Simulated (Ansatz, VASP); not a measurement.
**One calculation of SiC, two programs**

```
Si C
1.0
     0.00000    2.24339    2.13444
     2.24339    0.00000    2.13444
     2.24339    2.24339    0.00000
Si C
1 1
Direct
  0.00000 0.00000 0.00000
  0.25000 0.25000 0.25000
```

Change from the starting cell: epitaxial_xy strain +3.0%.

Alike in both runs: task single point; functional HSE06; k mesh 8 × 8 × 8; no spin polarisation.

|  | VASP | Ansatz |
| --- | --- | --- |
| version | VASP 6.6.1 | Ansatz 0.2.0 |
| potentials or method | VASP PAW PBE potentials, release 64 (Si, C) | plane waves, PAW |
| plane-wave cutoff (eV) | 520 | 420 |
| occupations | gaussian, width 0.01 eV | fixed |
| valence electrons in the cell | 8 | 8 |

|  | VASP | Ansatz | Ansatz less VASP |
| --- | --- | --- | --- |
| gap on the k mesh at the Fermi level (eV) | 1.75 | 1.74 | -0.003 |
| pressure (GPa) | -9.9 | -9.5 | +0.33 |
| traceless stress, the component that is largest in VASP (GPa) | 8.28 | 8.23 | -0.050 |

Ansatz's warnings: stress exchange threshold loose, stress scf threshold loose.
